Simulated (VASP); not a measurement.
Li, 1 atom in the cell. Symmetry: Fm-3m, No. 225, cubic system. The conventional cell has a = 4.404 Å, b = 4.404 Å, c = 4.404 Å, α = 90.00°, β = 90.00°, γ = 90.00°. Li (site symmetry m-3m) has 12 Li at 3.11 Å within 4.1 Å. 

| Property | Result |
| --- | --- |
| Program | VASP 6.6.1 |
| Task | relaxation of cell and atoms |
| Functional | LDA |
| Potentials or basis | VASP PAW LDA potentials, release 64 (Li_sv) |
| Cutoff | 600 eV |
| k mesh | 5 × 5 × 5 |
| Occupations | fermi-dirac, width 0.1 eV |
| Spin | no spin polarisation |
| Dipole correction | no |
| Further INCAR settings | ALGO = Normal; EDIFF = 1e-07; IBRION = 2; EDIFFG = -0.1; NSW = 80; ISIF = 3 |

Potentials or basis: VASP PAW LDA potentials, release 64 (Li_sv).

The run is started by

```bash
$ cat potpaw_LDA.64/Li_sv/POTCAR > POTCAR
$ mpirun -np 1 vasp_std > vasp.out
```

Hardware: 1 thread of AMD EPYC 9R45 96-Core Processor (Zen 5) (shared host).

Question: Estimate the wall time of this run.

Answer: It took 2.4 s on 1 thread of AMD EPYC 9R45 96-Core Processor (Zen 5) (shared host), peak memory 0.09 GiB. Counts: scf iterations 26, k points 10, ion steps 3.
